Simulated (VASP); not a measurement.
# Ge in VASP: single point with r2SCAN

Aim: the single point of Ge with r2SCAN.

Everything below comes from runs of VASP 6.6.1. Logs are shortened: lines on timing, memory, paths and dates and some standing lists are left out, and cuts for length are marked.

## 1. The cell of the first run

The typed cell holds 2 atoms: a = 2.620 Å, b = 2.925 Å, c = 4.873 Å, α = 89.99°, β = 90.00°, γ = 90.00°.

## 2. Single point, r2SCAN

Input file POSCAR:

```
Ge
1.0
    0.0000307980     -1.8528918107     -1.8529040051
    0.0001431876      2.0684633391     -2.0684755335
    4.8725021311      0.0001123896     -0.0001739856
Ge
2
Direct
    0.7500209113      0.5002896230      0.5000000071
    0.7499790887     -0.0002896230      0.9999999929
```

Input file INCAR.step1:

```
  PREC = Accurate
  ENCUT = 520
  ISMEAR = -1
  SIGMA = 0.05
  LREAL = F
  LASPH = T
  NELM = 80
  NBANDS = 21
  GGA = PE
  ALGO = Normal
  EDIFF = 1E-4
  LWAVE = T
  LCHARG = F
```

Input file INCAR.step2:

```
  PREC = Accurate
  ENCUT = 520
  EDIFF = 1E-6
  ISMEAR = -1
  SIGMA = 0.05
  LREAL = F
  LASPH = T
  NELM = 80
  ALGO = Normal
  ISIF = 2
  LWAVE = F
  LCHARG = F
  METAGGA = R2SCAN
  LMIXTAU = T
  NBANDS = 21
  ISTART = 1
```

Input file KPOINTS:

```
Automatic mesh
0
Gamma
  9 9 6
```

Potentials or basis: VASP PAW PBE potentials, release 64 (Ge_d).

Run with:

```
cat potpaw_PBE.64/Ge_d/POTCAR > POTCAR
cp INCAR.step1 INCAR
mpirun -np 1 vasp_std > vasp.out
cp INCAR.step2 INCAR
mpirun -np 1 vasp_std > vasp.out
```

OUTCAR:

```text
PREC = Accurate
   ENCUT = 520
   EDIFF = 1E-6
   ISMEAR = -1
   LREAL = F
   LASPH = T
   NELM = 80
   ISIF = 2
   METAGGA = R2SCAN
   ISTART = 1

 ion  position               nearest neighbor table
   1  0.750  0.500  0.500-   2 2.84   2 2.84   2 2.84   2 2.84
   2  0.750  1.000  1.000-   1 2.84   1 2.84   1 2.84   1 2.84

  LATTYP: Found a simple monoclinic cell.
 ALAT       =     2.9252575337
 B/A-ratio  =     0.8957821050
 C/A-ratio  =     2.6026602421
 COS(beta)  =    -0.7683865959

  Lattice vectors:

 A1 = (   0.0001431876,   2.0684633391,  -2.0684755335)
 A2 = (  -0.0000307980,   1.8528918107,   1.8529040051)
 A3 = (   4.8722157559,  -4.1368142886,   4.1367770814)

Analysis of symmetry for initial positions (statically):
=====================================================================
 Subroutine PRICEL returns:
 Original cell was already a primitive cell.

 Routine SETGRP: Setting up the symmetry group for a
 simple monoclinic supercell.

 Subroutine GETGRP returns: Found  2 space group operations
 (whereof  1 operations were pure point group operations)
 out of a pool of  4 trial point group operations.

The static configuration has the point symmetry C_1 .
 The point group associated with its full space group is S_2 .

Analysis of symmetry for dynamics (positions and initial velocities):
=====================================================================
 Subroutine PRICEL returns:
 Original cell was already a primitive cell.

 Routine SETGRP: Setting up the symmetry group for a
 simple monoclinic supercell.

 Subroutine GETGRP returns: Found  2 space group operations
 (whereof  1 operations were pure point group operations)
 out of a pool of  4 trial point group operations.

The dynamic configuration has the point symmetry C_1 .
 The point group associated with its full space group is S_2 .

 Subroutine INISYM returns: Found  2 space group operations
 (whereof  1 operations are pure point group operations),
 and found     1 'primitive' translations

----------------------------------------------------------------------------------------

                                     Primitive cell

  volume of cell :      37.3493

  direct lattice vectors                    reciprocal lattice vectors
     0.000030798 -1.852891811 -1.852904005    -0.000003411 -0.269848366 -0.269846776
     0.000143188  2.068463339 -2.068475534    -0.000014207  0.241725421 -0.241723831
     4.872502131  0.000112390 -0.000173986     0.205233364 -0.000005398  0.000008809

  length of vectors
     2.620393351  2.925257534  4.872502136     0.381622095  0.341850245  0.205233364

  position of ions in fractional coordinates (direct lattice)
     0.750020911  0.500289623  0.500000007
     0.749979089  0.999710377  0.999999993

  ion indices of the primitive-cell ions
   primitive index   ion index
                 1           1
                 2           2

----------------------------------------------------------------------------------------

 KPOINTS: Automatic mesh

Automatic generation of k-mesh.
 Grid dimensions read from file:
 generate k-points for:    9    9    6

 Generating k-lattice:

  Cartesian coordinates                     Fractional coordinates (reciprocal lattice)
    -0.000000379 -0.029983152 -0.029982975     0.111111111  0.000000000 -0.000000000
    -0.000001579  0.026858380 -0.026858203    -0.000000000  0.111111111 -0.000000000
     0.034205561 -0.000000900  0.000001468     0.000000000  0.000000000  0.166666667

  Length of vectors
     0.042402455  0.037983361  0.034205561

  Shift w.r.t. Gamma in fractional coordinates (k-lattice)
     0.000000000  0.000000000  0.000000000

 Subroutine IBZKPT returns following result:
 ===========================================

 Found    244 irreducible k-points:

 Following reciprocal coordinates:
            Coordinates               Weight
  0.000000  0.000000  0.000000      1.000000
  0.111111  0.000000  0.000000      2.000000
  0.222222  0.000000  0.000000      2.000000
  0.333333  0.000000  0.000000      2.000000
  0.444444  0.000000  0.000000      2.000000
  0.000000  0.111111  0.000000      2.000000
[... 16 lines left out ...]
  0.444444 -0.222222  0.000000      2.000000
  0.000000  0.333333  0.000000      2.000000
 [... further k-points ...]
   k-points           NKPTS =    244   k-points in BZ     NKDIM =    244   number of bands    NBANDS=     21
   number of dos      NEDOS =    301   number of ions     NIONS =      2
   total plane-waves  NPLWV =  17280
   dimension x,y,z NGX =    20 NGY =   24 NGZ =   36
   dimension x,y,z NGXF=    40 NGYF=   48 NGZF=   72
   ions per type =               2
   NGX,Y,Z   is equivalent  to a cutoff of  12.69, 13.64, 12.28 a.u.
   NGXF,Y,Z  is equivalent  to a cutoff of  25.38, 27.28, 24.57 a.u.
 SYSTEM =  unknown system
   PREC   = accura    normal or accurate (medium, high low for compatibility)
   ISTART =      1    job   : 0-new  1-cont  2-samecut
   ICHARG =      0    charge: 1-file 2-atom 10-const
   ISPIN  =      1    spin polarized calculation?
   LNONCOLLINEAR =      F non collinear calculations
   LSORBIT =      F    spin-orbit coupling
   LASPH  =      T    aspherical Exc in radial PAW
   ENCUT  =  520.0 eV  38.22 Ry    6.18 a.u.   4.87  5.44  9.06*2*pi/ulx,y,z
   NELM   =     80;   NELMIN=  2; NELMDL=  0     # of ELM steps
   EDIFF  = 0.1E-05   stopping-criterion for ELM
   LREAL  =      F    real-space projection
   EDIFFG = 0.1E-04   stopping-criterion for IOM
   NSW    =      0    number of steps for IOM
   IBRION =     -1    ionic relax: 0-MD 1-quasi-New 2-CG
   NFREE  =      0    steps in history (QN), initial steepest desc. (CG)
   ISIF   =      2    stress and relaxation
   ISYM   =      2    0-nonsym 1-usesym 2-fastsym
   POTIM  = 0.5000    time-step for ionic-motion
   TEBEG  =    0.0;   TEEND  =   0.0 temperature during run
   PSTRESS=    0.0 pullay stress
   NELECT =      28.0000    total number of electrons
   NUPDOWN=      -1.0000    fix difference up-down
   EMIN   =  10.00;   EMAX   =-10.00  energy-range for DOS
   EFERMI =   0.00;   METHOD = LEGACY
   ISMEAR =    -1;   SIGMA  =   0.05  broadening in eV -4-tet -1-fermi 0-gaus
   EFERMI_NEDOS =   21; number of points for ismear=-14 and -15
   IALGO  =     38    algorithm
   IMIX   =      4    mixing-type and parameters
     AMIX     =   0.40;   BMIX     =  1.00
     AMIX_MAG =   1.60;   BMIX_MAG =  1.00
  volume/ion in A,a.u.               =      18.67       126.02
  Fermi-wavevector in a.u.,A,eV,Ry     =   1.487191  2.810383 30.092493  2.211736
  Thomas-Fermi vector in A             =   2.600382
   LORBIT       =      0    0 simple, 1 ext, 2 COOP (PROOUT), +10 PAW based schemes
   METAGGA = R2SCAN    functional components
   LHFCALC =     F    Hartree Fock is set to
   AEXX    =    0.0000 exact exchange contribution
   IVDW    =     0    specifies the selected vdW correction
   LEPSILON=     F    determine dielectric tensor
   LRPA    =     F    only Hartree local field effects (RPA)
 non-spin polarized calculation
  energy-cutoff  :      520.00
  volume of cell :       37.35
 maximum number of plane-waves:      1022
 NGX is ok and might be reduce to    20
   NGX =  9   NGY = 11   NGZ = 19

 number of electron      28.0000010 magnetization

 Free energy of the ion-electron system (eV)
  ---------------------------------------------------
  ext. energy  EPLUGINS =         0.00000000
  ---------------------------------------------------
  free energy    TOTEN  =       -27.03939487 eV

  energy without entropy =      -27.03557714  energy(sigma->0) =      -27.03748601

 E-fermi :   6.7103     XC(G=0): -12.3541

 val. band max:        6.5949277971   @ k =   0.0000   0.4444   0.0000
 cond. band min:       6.7132338626   @ k =   0.2222  -0.3333  -0.1667
 fundamental gap:      0.1183060655
 Fermi energy:         6.7102699626

 k-point     1 :       0.0000    0.0000    0.0000
  band No.  band energies     occupation
      1     -18.9175      2.00000
      2     -18.8811      2.00000
      3     -18.8083      2.00000
      4     -18.7843      2.00000
      5     -18.7770      2.00000
      6     -18.6802      2.00000
[... 13 lines left out ...]
     20      18.7483      0.00000
     21      20.7267      0.00000

 k-point     2 :       0.1111    0.0000    0.0000
  band No.  band energies     occupation
      1     -18.8864      2.00000
      2     -18.8629      2.00000
      3     -18.8066      2.00000
      4     -18.7754      2.00000
      5     -18.7657      2.00000
      6     -18.6955      2.00000
[... 13 lines left out ...]
     20      20.2364      0.00000
     21      20.5006      0.00000

 k-point     3 :       0.2222    0.0000    0.0000
  band No.  band energies     occupation
      1     -18.8368      2.00000
      2     -18.8080      2.00000
      3     -18.8023      2.00000
      4     -18.7713      2.00000
      5     -18.7338      2.00000
      6     -18.6987      2.00000
[... 13 lines left out ...]
     20      16.4713      0.00000
     21      21.7025      0.00000

 k-point     4 :       0.3333    0.0000    0.0000
  band No.  band energies     occupation
      1     -18.8224      2.00000
      2     -18.7975      2.00000
      3     -18.7769      2.00000
      4     -18.7675      2.00000
      5     -18.7237      2.00000
      6     -18.7189      2.00000
[... 13 lines left out ...]
     20      17.6056      0.00000
     21      22.8925      0.00000

 k-point     5 :       0.4444    0.0000    0.0000
  band No.  band energies     occupation
      1     -18.8158      2.00000
      2     -18.8047      2.00000
      3     -18.7944      2.00000
      4     -18.7645      2.00000
      5     -18.7460      2.00000
      6     -18.7229      2.00000
[... 13 lines left out ...]
     20      18.6803      0.00000
     21      20.7454      0.00000
[... 382 lines left out ...]
     20      16.8605      0.00000
     21      20.8322      0.00000

 k-point    22 :       0.4444    0.2222    0.0000
  band No.  band energies     occupation
      1     -18.7948      2.00000
      2     -18.7914      2.00000
      3     -18.7677      2.00000
      4     -18.7630      2.00000
      5     -18.7470      2.00000
      6     -18.7367      2.00000
[... 13 lines left out ...]
     20      14.9885      0.00000
     21      18.5586      0.00000

 k-point    23 :       0.4444   -0.2222    0.0000
  band No.  band energies     occupation
      1     -18.7948      2.00000
      2     -18.7914      2.00000
      3     -18.7677      2.00000
      4     -18.7630      2.00000
      5     -18.7470      2.00000
      6     -18.7367      2.00000
[... 13 lines left out ...]
     20      14.9885      0.00000
     21      18.5587      0.00000

 k-point    24 :       0.0000    0.3333    0.0000
  band No.  band energies     occupation
      1     -18.8806      2.00000
      2     -18.8423      2.00000
      3     -18.8053      2.00000
      4     -18.7415      2.00000
      5     -18.7301      2.00000
      6     -18.7169      2.00000
[... 13 lines left out ...]
     20      21.4523      0.00000
     21      24.4174      0.00000

 [... further k-points ...]

------------------------ aborting loop because EDIFF is reached ----------------------------------------

  FORCE on cell =-STRESS in cart. coord.  units (eV):
  Direction    XX          YY          ZZ          XY          YZ          ZX
  --------------------------------------------------------------------------------------
  -------------------------------------------------------------------------------------
  Total       -0.0273494     -0.0318004     -0.0319803     -0.0000555      0.0130853      0.0006213
  in kB       -1.1732085     -1.3641464     -1.3718614     -0.0023819      0.5613231      0.0266528
  external PRESSURE =      -1.3030721 kB  Pullay stress =       0.0000000 kB

 VOLUME and BASIS-vectors are now :
 -----------------------------------------------------------------------------
  energy-cutoff  :      520.00
  volume of cell :       37.35
      direct lattice vectors                 reciprocal lattice vectors
     0.000030798 -1.852891811 -1.852904005    -0.000003411 -0.269848366 -0.269846776
     0.000143188  2.068463339 -2.068475534    -0.000014207  0.241725421 -0.241723831
     4.872502131  0.000112390 -0.000173986     0.205233364 -0.000005398  0.000008809

 POSITION                                       TOTAL-FORCE (eV/Angst)
 -----------------------------------------------------------------------------------
      2.43635     -0.35482     -2.42464         0.000001      0.000265     -0.000085
      4.87267      0.67835     -3.45769        -0.000001     -0.000265      0.000085
 -----------------------------------------------------------------------------------
    total drift:                                0.000000     -0.000000      0.000000

  FREE ENERGIE OF THE ION-ELECTRON SYSTEM (eV)
  ---------------------------------------------------
  free  energy   TOTEN  =       -27.0393948743 eV

  energy  without entropy=      -27.0355771404  energy(sigma->0) =      -27.03748601
```

It took 5.6 min on 1 thread of Intel Xeon Platinum 8488C (Sapphire Rapids), shared host; peak memory 0.26 GiB.

Results:

- Free energy: -27.0394 eV
- Pressure: -0.1 GPa
- Band gap on the k mesh: zero (bands 14 and 15 overlap by 6.08 eV)

Stress tensor (GPa, compression positive):
```
-0.12  0.00  0.00
 0.00 -0.14  0.06
 0.00  0.06 -0.14
```

Caveat: the PAW data sets were made with another functional, which shifts forces and pressure a little.
